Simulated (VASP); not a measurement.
A run of VASP 6.6.1 is set up as follows.

File INCAR:

```
ALGO = Normal
EDIFF = 1E-7
EDIFFG = -0.01
ENCUT = 550
GGA_COMPAT = False
IBRION = 2
ISIF = 3
ISMEAR = -1
LASPH = True
LCHARG = False
LREAL = False
LWAVE = False
NELM = 120
NELMIN = 4
NSW = 80
PREC = Accurate
SIGMA = 0.1
```

KPOINTS

```
k-points
0
Gamma
  11 11 11
```

The input POSCAR:

```
Hg
1.0
    2.9208326038      0.0000000000      0.0000000000
    0.0000000000      2.9208326038      0.0000000000
    0.0000000000      0.0000000000      2.9208326038
Hg
1
Direct
    0.0000000000      0.0000000000      0.0000000000
```

Potentials or basis: VASP PAW LDA potentials, release 64 (Hg_sv_GW).

Launch:

```sh
$ cat potpaw_LDA.64/Hg_sv_GW/POTCAR > POTCAR
$ mpirun -np 1 vasp_std > vasp.out
```

Estimate the relaxed volume.

24.29 Å³/atom.

Predict the relaxed cell.

a = 2.896 Å, b = 2.896 Å, c = 2.896 Å, α = 90.00°, β = 90.00°, γ = 90.00°.

Predict the band gap on the k mesh.

zero (bands 10 and 11 overlap by 4.61 eV).

Predict the space group after relaxing (to 0.1 Å).

Pm-3m (No. 221).

Final structure:
```
CELL_PARAMETERS angstrom
2.89609 0.00000 0.00000
0.00000 2.89609 0.00000
0.00000 0.00000 2.89609
ATOMIC_POSITIONS crystal
Hg 0.00000 0.00000 0.00000
```

Caveat: spin-orbit coupling is left out, which moves the levels of the heavy elements.
